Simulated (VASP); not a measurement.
# PIr (Fm-3m) in VASP: further runs

PIr is run at these levels: r2SCAN; tasks: single point.

All numbers are computed with VASP 6.6.1; they aren't measurements. Logs are shortened: lines on timing, memory, paths and dates and some standing lists are left out, and cuts for length are marked.

**1. The cell of the first run**

Symmetry: Fm-3m, No. 225, cubic system. The conventional cell has a = 4.907 Å, b = 4.907 Å, c = 4.907 Å, α = 90.00°, β = 90.00°, γ = 90.00°. Within 3.2 Å of Ir (site symmetry m-3m) lie 6 P at 2.45 Å. Within 3.2 Å of P (site symmetry m-3m) lie 6 Ir at 2.45 Å.

**2. Single point, r2SCAN, non-collinear spin, zero start, spin-orbit coupling**

Contents of POSCAR:

```
PIr
1.0
    0.0000000000      2.4532666756      2.4532666756
    2.4532666756      0.0000000000      2.4532666756
    2.4532666756      2.4532666756      0.0000000000
Ir P
1 1
Direct
    0.5000000000      0.5000000000      0.5000000000
    0.0000000000      0.0000000000      0.0000000000
```

Contents of INCAR.step1:

```
SYSTEM = PIr
PREC = Accurate ; ENCUT = 520
ISMEAR = 0 ; SIGMA = 0.05
LREAL = .False. ; LASPH = .True.
NELM = 150 ; MAGMOM = 0 0 0 0 0 0
LSORBIT = .True. ; GGA_COMPAT = .False.
LMAXMIX = 4 ; NBANDS = 26
GGA = PE ; ALGO = Normal
EDIFF = 1E-4 ; LWAVE = .True.
LCHARG = .False.
```

Contents of INCAR.step2:

```
SYSTEM = PIr
PREC = Accurate ; ENCUT = 520
EDIFF = 1E-6 ; ISMEAR = 0
SIGMA = 0.05 ; LREAL = .False.
LASPH = .True. ; NELM = 150
ALGO = Normal ; ISIF = 2
LWAVE = .False. ; LCHARG = .False.
MAGMOM = 0 0 0 0 0 0 ; LORBIT = 11
LSORBIT = .True. ; GGA_COMPAT = .False.
LORBMOM = .True. ; LMAXMIX = 4
METAGGA = R2SCAN ; LMIXTAU = .True.
NBANDS = 26 ; ISTART = 1
```

Contents of KPOINTS:

```
Automatic mesh
0
Gamma
  6 6 6
  0 0 0
```

Potentials or basis: VASP PAW PBE potentials, release 64 (Ir, P).

Run with:

```console
$ cat potpaw_PBE.64/Ir/POTCAR potpaw_PBE.64/P/POTCAR > POTCAR
$ cp INCAR.step1 INCAR
$ mpirun -np 1 vasp_ncl > vasp.out
$ cp INCAR.step2 INCAR
$ mpirun -np 1 vasp_ncl > vasp.out
```

OUTCAR:

```text
SYSTEM = PIr
   PREC = Accurate
   ENCUT = 520
   EDIFF = 1E-6
   ISMEAR = 0
   LREAL = .False.
   LASPH = .True.
   NELM = 150
   ISIF = 2
   LORBIT = 11
   LSORBIT = .True.
   METAGGA = R2SCAN
   ISTART = 1

 ion  position               nearest neighbor table
   1  0.500  0.500  0.500-   2 2.45   2 2.45   2 2.45   2 2.45   2 2.45   2 2.45
   2  0.000  0.000  0.000-   1 2.45   1 2.45   1 2.45   1 2.45   1 2.45   1 2.45

  LATTYP: Found a face centered cubic cell.
 ALAT       =     4.9065333512

  Lattice vectors:

 A1 = (   0.0000000000,   2.4532666756,   2.4532666756)
 A2 = (   2.4532666756,   0.0000000000,   2.4532666756)
 A3 = (   2.4532666756,   2.4532666756,   0.0000000000)

Analysis of symmetry for initial positions (statically):
=====================================================================
 Subroutine PRICEL returns:
 Original cell was already a primitive cell.

 Routine SETGRP: Setting up the symmetry group for a
 face centered cubic supercell.

 Subroutine GETGRP returns: Found 48 space group operations
 (whereof 48 operations were pure point group operations)
 out of a pool of 48 trial point group operations.

The static configuration has the point symmetry O_h .

Analysis of symmetry for dynamics (positions and initial velocities):
=====================================================================
 Subroutine PRICEL returns:
 Original cell was already a primitive cell.

 Routine SETGRP: Setting up the symmetry group for a
 face centered cubic supercell.

 Subroutine GETGRP returns: Found 48 space group operations
 (whereof 48 operations were pure point group operations)
 out of a pool of 48 trial point group operations.

The dynamic configuration has the point symmetry O_h .

Analysis of structural, dynamic, and magnetic symmetry:
=====================================================================
 Subroutine PRICEL returns:
 Original cell was already a primitive cell.

 Routine SETGRP: Setting up the symmetry group for a
 face centered cubic supercell.

 Subroutine GETGRP returns: Found 48 space group operations
 (whereof 48 operations were pure point group operations)
 out of a pool of 48 trial point group operations.

The overall configuration has the point symmetry O_h .

 Subroutine INISYM returns: Found 48 space group operations
 (whereof 48 operations are pure point group operations),
 and found     1 'primitive' translations

----------------------------------------------------------------------------------------

                                     Primitive cell

  volume of cell :      29.5301

  direct lattice vectors                    reciprocal lattice vectors
     0.000000000  2.453266676  2.453266676    -0.203809885  0.203809885  0.203809885
     2.453266676  0.000000000  2.453266676     0.203809885 -0.203809885  0.203809885
     2.453266676  2.453266676  0.000000000     0.203809885  0.203809885 -0.203809885

  length of vectors
     3.469443005  3.469443005  3.469443005     0.353009077  0.353009077  0.353009077

  position of ions in fractional coordinates (direct lattice)
     0.500000000  0.500000000  0.500000000
     0.000000000  0.000000000  0.000000000

  ion indices of the primitive-cell ions
   primitive index   ion index
                 1           1
                 2           2

----------------------------------------------------------------------------------------

 KPOINTS: Automatic mesh

Automatic generation of k-mesh.
 Grid dimensions read from file:
 generate k-points for:    6    6    6

 Generating k-lattice:

  Cartesian coordinates                     Fractional coordinates (reciprocal lattice)
    -0.033968314  0.033968314  0.033968314     0.166666667  0.000000000  0.000000000
     0.033968314 -0.033968314  0.033968314     0.000000000  0.166666667  0.000000000
[... 87 lines left out ...]
 number of electron      14.0000002 magnetization      -0.0000000      0.0000000      0.0000000

 number of electron      14.0000002 magnetization       0.0000000     -0.0000000     -0.0000000

 Free energy of the ion-electron system (eV)
  ---------------------------------------------------
  ext. energy  EPLUGINS =         0.00000000
  ---------------------------------------------------
  free energy    TOTEN  =       -61.56974804 eV

  energy without entropy =      -61.56853555  energy(sigma->0) =      -61.56914179

 E-fermi :   9.0421     XC(G=0): -13.2870

 val. band max:        9.0268370017   @ k =   0.5000   0.5000   0.0000
 cond. band min:       9.0868624139   @ k =  -0.1667   0.1667   0.0000
 fundamental gap:      0.0600254122
 Fermi energy:         9.0420505668

 k-point     1 :       0.0000    0.0000    0.0000
  band No.  band energies     occupation
      1      -5.7452      1.00000
      2      -5.7452      1.00000
      3       5.1045      1.00000
      4       5.1045      1.00000
      5       5.1045      1.00000
      6       5.1045      1.00000
[... 453 lines left out ...]
     25      22.2684      0.00000
     26      22.2684      0.00000

------------------------ aborting loop because EDIFF is reached ----------------------------------------

  FORCE on cell =-STRESS in cart. coord.  units (eV):
  Direction    XX          YY          ZZ          XY          YZ          ZX
  --------------------------------------------------------------------------------------
  -------------------------------------------------------------------------------------
  Total        0.4296834      0.4296834      0.4296834     -0.0000000      0.0000000     -0.0000000
  in kB       23.3128258     23.3128258     23.3128258     -0.0000000      0.0000000     -0.0000000
  external PRESSURE =      23.3128258 kB  Pullay stress =       0.0000000 kB

 VOLUME and BASIS-vectors are now :
 -----------------------------------------------------------------------------
  energy-cutoff  :      520.00
  volume of cell :       29.53
      direct lattice vectors                 reciprocal lattice vectors
     0.000000000  2.453266676  2.453266676    -0.203809885  0.203809885  0.203809885
     2.453266676  0.000000000  2.453266676     0.203809885 -0.203809885  0.203809885
     2.453266676  2.453266676  0.000000000     0.203809885  0.203809885 -0.203809885

 POSITION                                       TOTAL-FORCE (eV/Angst)
 -----------------------------------------------------------------------------------
      2.45327      2.45327      2.45327         0.000000     -0.000000     -0.000000
      0.00000      0.00000      0.00000        -0.000000      0.000000      0.000000
 -----------------------------------------------------------------------------------
    total drift:                                0.000000      0.000000      0.000000

  FREE ENERGIE OF THE ION-ELECTRON SYSTEM (eV)
  ---------------------------------------------------
  free  energy   TOTEN  =       -61.5697480406 eV

  energy  without entropy=      -61.5685355475  energy(sigma->0) =      -61.56914179

 orbital moment (x)

 # of ion     p       d       tot
 ----------------------------------------
  1        -0.000   0.000   0.000
  2         0.000   0.000   0.000
 ----------------------------------------
           -0.000   0.000   0.000

 orbital moment (y)

 # of ion     p       d       tot
 ----------------------------------------
  1         0.000   0.000   0.000
  2         0.000   0.000   0.000
 ----------------------------------------
            0.000   0.000   0.000

 orbital moment (z)

 # of ion     p       d       tot
 ----------------------------------------
  1         0.000   0.000   0.000
  2         0.000   0.000   0.000
 ----------------------------------------
            0.000   0.000   0.000

 Spin-Orbit-Coupling matrix elements

 Ion:    1  E_soc:     -0.7715222
 l=   1
     0.0000000    -0.0207259    -0.0207259
    -0.0207259     0.0000000    -0.0207259
    -0.0207259    -0.0207259     0.0000000
 l=   2
     0.0000000    -0.0198869     0.0000000    -0.0198869    -0.0879742
    -0.0198869     0.0000000    -0.0659806    -0.0198869    -0.0219935
     0.0000000    -0.0659806     0.0000000    -0.0659806     0.0000000
    -0.0198869    -0.0198869    -0.0659806     0.0000000    -0.0219935
    -0.0879742    -0.0219935     0.0000000    -0.0219935     0.0000000
 l=   3
     0.0000000     0.0000000     0.0000000     0.0000000     0.0000000     0.0000000     0.0000000
     0.0000000     0.0000000     0.0000000     0.0000000     0.0000000     0.0000000     0.0000000
     0.0000000     0.0000000     0.0000000     0.0000000     0.0000000     0.0000000     0.0000000
     0.0000000     0.0000000     0.0000000     0.0000000     0.0000000     0.0000000     0.0000000
     0.0000000     0.0000000     0.0000000     0.0000000     0.0000000     0.0000000     0.0000000
     0.0000000     0.0000000     0.0000000     0.0000000     0.0000000     0.0000000     0.0000000
     0.0000000     0.0000000     0.0000000     0.0000000     0.0000000     0.0000000     0.0000000

 Ion:    2  E_soc:     -0.0022416
 l=   1
     0.0000000    -0.0003736    -0.0003736
    -0.0003736     0.0000000    -0.0003736
    -0.0003736    -0.0003736     0.0000000
 l=   2
     0.0000000     0.0000000     0.0000000     0.0000000     0.0000000
     0.0000000     0.0000000     0.0000000     0.0000000     0.0000000
     0.0000000     0.0000000     0.0000000     0.0000000     0.0000000
     0.0000000     0.0000000     0.0000000     0.0000000     0.0000000
     0.0000000     0.0000000     0.0000000     0.0000000     0.0000000
 l=   3
     0.0000000     0.0000000     0.0000000     0.0000000     0.0000000     0.0000000     0.0000000
     0.0000000     0.0000000     0.0000000     0.0000000     0.0000000     0.0000000     0.0000000
     0.0000000     0.0000000     0.0000000     0.0000000     0.0000000     0.0000000     0.0000000
     0.0000000     0.0000000     0.0000000     0.0000000     0.0000000     0.0000000     0.0000000
     0.0000000     0.0000000     0.0000000     0.0000000     0.0000000     0.0000000     0.0000000
     0.0000000     0.0000000     0.0000000     0.0000000     0.0000000     0.0000000     0.0000000
     0.0000000     0.0000000     0.0000000     0.0000000     0.0000000     0.0000000     0.0000000

 total charge

# of ion       s       p       d       tot
------------------------------------------
    1        0.719   0.515   7.220   8.455
    2        1.018   1.398   0.000   2.415
--------------------------------------------------
tot          1.737   1.913   7.220  10.870

 magnetization (x)

# of ion       s       p       d       tot
------------------------------------------
    1        0.000  -0.000  -0.000  -0.000
    2        0.000   0.000   0.000   0.000
--------------------------------------------------
tot          0.000   0.000  -0.000  -0.000

 magnetization (y)

# of ion       s       p       d       tot
------------------------------------------
    1        0.000  -0.000  -0.000  -0.000
    2        0.000   0.000   0.000   0.000
--------------------------------------------------
tot          0.000   0.000  -0.000  -0.000

 magnetization (z)

# of ion       s       p       d       tot
------------------------------------------
    1       -0.000  -0.000  -0.000  -0.000
    2       -0.000   0.000   0.000   0.000
--------------------------------------------------
tot         -0.000   0.000  -0.000  -0.000
```

It took 3.2 min on 1 thread of AMD EPYC 7R13 (Zen 3), shared host; peak memory 0.26 GiB.

Results:

```yaml
Free_energy: -61.5697 eV
Pressure: 2.3 GPa
Net_moment: 0.00 μB per cell
Valence_electrons_inside_the_program's_atomic_spheres: Ir 8.46; P 2.42
```

Moments on the atoms (μB; x, y, z):
```
Ir  0.00 0.00 0.00
P   0.00 0.00 0.00
```

Caveat: the k points lie up to 0.37 Å⁻¹ apart; the PAW data sets were made with another functional, which shifts forces and pressure a little.

**3. Single point, r2SCAN, non-collinear spin, zero start, spin-orbit coupling (15.50 Å³/atom)**

This run uses another cell than the first one, of 15.50 Å³/atom.

Contents of POSCAR:

```
PIr
1.0
    0.0000000000      2.4934913114      2.4934913114
    2.4934913114      0.0000000000      2.4934913114
    2.4934913114      2.4934913114      0.0000000000
Ir P
1 1
Direct
    0.5000000000      0.5000000000      0.5000000000
    0.0000000000      0.0000000000      0.0000000000
```

Contents of INCAR.step1:

```
SYSTEM = PIr
  ALGO = Normal
  EDIFF = 1E-4
  ENCUT = 520
  GGA = PE
  GGA_COMPAT = .FALSE.
  ISMEAR = 0
  LASPH = .TRUE.
  LCHARG = .FALSE.
  LMAXMIX = 4
  LREAL = .FALSE.
  LSORBIT = .TRUE.
  LWAVE = .TRUE.
  MAGMOM = 0 0 0 0 0 0
  NBANDS = 26
  NELM = 150
  PREC = Accurate
  SIGMA = 0.05
```

Contents of INCAR.step2:

```
SYSTEM = PIr
  ALGO = Normal
  EDIFF = 1E-6
  ENCUT = 520
  GGA_COMPAT = .FALSE.
  ISIF = 2
  ISMEAR = 0
  ISTART = 1
  LASPH = .TRUE.
  LCHARG = .FALSE.
  LMAXMIX = 4
  LMIXTAU = .TRUE.
  LORBIT = 11
  LORBMOM = .TRUE.
  LREAL = .FALSE.
  LSORBIT = .TRUE.
  LWAVE = .FALSE.
  MAGMOM = 0 0 0 0 0 0
  METAGGA = R2SCAN
  NBANDS = 26
  NELM = 150
  PREC = Accurate
  SIGMA = 0.05
```

Contents of KPOINTS:

```
k-points
0
G
  6 6 6
  0 0 0
```

Potentials or basis: VASP PAW PBE potentials, release 64 (Ir, P).

Run with:

```console
$ cat potpaw_PBE.64/Ir/POTCAR potpaw_PBE.64/P/POTCAR > POTCAR
$ cp INCAR.step1 INCAR
$ mpirun -np 1 vasp_ncl > vasp.out
$ cp INCAR.step2 INCAR
$ mpirun -np 1 vasp_ncl > vasp.out
```

It took 3.2 min on 1 thread of AMD EPYC 7R13 (Zen 3), shared host; peak memory 0.26 GiB.

Results (log left out):

```yaml
Free_energy: -61.5445 eV
Pressure: -7.4 GPa
Net_moment: 0.00 μB per cell
Valence_electrons_inside_the_program's_atomic_spheres: Ir 8.32; P 2.39
```

Moments on the atoms (μB; x, y, z):
```
Ir  0.00 0.00 0.00
P   0.00 0.00 0.00
```

Caveat: the k points lie up to 0.36 Å⁻¹ apart; the PAW data sets were made with another functional, which shifts forces and pressure a little.

**4. Single point, r2SCAN, non-collinear spin, zero start, spin-orbit coupling**

Contents of POSCAR:

```
PIr
1.0
    0.0000000000      2.4532666756      2.4532666756
    2.4532666756      0.0000000000      2.4532666756
    2.4532666756      2.4532666756      0.0000000000
Ir P
1 1
Direct
    0.5000000000      0.5000000000      0.5000000000
    0.0000000000      0.0000000000      0.0000000000
```

Contents of INCAR.step1:

```
SYSTEM = PIr
PREC = Accurate
ENCUT = 520
ISMEAR = 0
SIGMA = 0.05
LREAL = .FALSE.
LASPH = .TRUE.
NELM = 150
MAGMOM = 0 0 0 0 0 0
LSORBIT = .TRUE.
GGA_COMPAT = .FALSE.
LMAXMIX = 4
NBANDS = 26
GGA = PE
ALGO = Normal
EDIFF = 1E-4
LWAVE = .TRUE.
LCHARG = .FALSE.
```

Contents of INCAR.step2:

```
SYSTEM = PIr
PREC = Accurate
ENCUT = 520
EDIFF = 1E-7
ISMEAR = 0
SIGMA = 0.05
LREAL = .FALSE.
LASPH = .TRUE.
NELM = 150
ALGO = Normal
ISIF = 2
LWAVE = .FALSE.
LCHARG = .FALSE.
MAGMOM = 0 0 0 0 0 0
LORBIT = 11
LSORBIT = .TRUE.
GGA_COMPAT = .FALSE.
LORBMOM = .TRUE.
LMAXMIX = 4
METAGGA = R2SCAN
LMIXTAU = .TRUE.
NBANDS = 26
ISTART = 1
```

Contents of KPOINTS:

```
Automatic mesh
0
G
  10 10 10
  0 0 0
```

Run with:

```console
$ cat potpaw_PBE.64/Ir/POTCAR potpaw_PBE.64/P/POTCAR > POTCAR
$ cp INCAR.step1 INCAR
$ mpirun -np 1 vasp_ncl > vasp.out
$ cp INCAR.step2 INCAR
$ mpirun -np 1 vasp_ncl > vasp.out
```

Run time: 8.6 min. Hardware: 1 thread of AMD EPYC 7R13 (Zen 3), shared host; peak memory 0.28 GiB.

Results (log left out):

```yaml
Free_energy: -61.5535 eV
Pressure: 2.3 GPa
Net_moment: 0.00 μB per cell
Valence_electrons_inside_the_program's_atomic_spheres: Ir 8.45; P 2.42
```

Moments on the atoms (μB; x, y, z):
```
Ir  0.00 0.00 0.00
P   0.00 0.00 0.00
```

Caveat: the PAW data sets were made with another functional, which shifts forces and pressure a little.

**5. The runs side by side**

| cell | k mesh | pressure (GPa) | moment (μB) |
| --- | --- | --- | --- |
| a = 3.469 Å, angles 60.0°, 2 atoms | 6 × 6 × 6 | 2.3 | 0.00 |
| a = 3.526 Å, angles 60.0°, 2 atoms | 6 × 6 × 6 | -7.4 | 0.00 |
| a = 3.469 Å, angles 60.0°, 2 atoms | 10 × 10 × 10 | 2.3 | 0.00 |

Alike in all rows: task single point; level r2SCAN; potentials or basis VASP PAW PBE potentials, release 64 (Ir, P); spin non-collinear, zero start, SOC; cutoff (eV) 520; smearing gaussian 0.05 eV.

Caveats: some runs use coarse meshes; the PAW data sets were made with another functional, which shifts forces and pressure a little.

Total energies depend on the potentials used, so only differences within one code and one set of settings carry meaning.
